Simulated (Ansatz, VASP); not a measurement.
## Two plane-wave programs on Ge

```
Ge
1.0
     3.93641    0.00000    0.00000
    -1.96821    3.40903    0.00000
     0.00000    0.00000    6.89330
Ge
4
Direct
  0.66667 0.33333 0.06279
  0.33333 0.66667 0.56279
  0.66667 0.33333 0.43721
  0.33333 0.66667 0.93721
```

Change from the starting cell: strain -0.030 along x and y, +0.030 along z, atoms carried along.

Alike in both runs: task single point; functional PBE; k mesh 12 × 12 × 8; occupations gaussian, width 0.15 eV; no spin polarisation.

```csv
,VASP,Ansatz
version,VASP 6.6.1,Ansatz 0.2.0
potentials or method,"VASP PAW PBE potentials, release 64 (Ge_d), cutoff 520 eV","scalar-relativistic, plane waves, PAW"
valence electrons in the cell,56,56
```

VASP gave:

| Property | Result |
| --- | --- |
| gap on the k mesh at the Fermi level (eV) | none |
| pressure (GPa) | 2.4 |
| traceless stress, the component that is largest in VASP (GPa) | -6.29 |
| rms of the force components (eV/Å) | 0.270 |

Q: What did Ansatz give for the same quantities?

A: gap on the k mesh at the Fermi level (eV): none; pressure (GPa): 2.4; traceless stress, the component that is largest in VASP (GPa): -6.30; rms of the force components (eV/Å): 0.271.

Atom by atom the forces differ by 0.001 eV/Å (rms over components). A gap of «none» marks a metal or a gap that the smearing closes. The functional is the same, so the differences come from potentials, cutoffs and numerics.
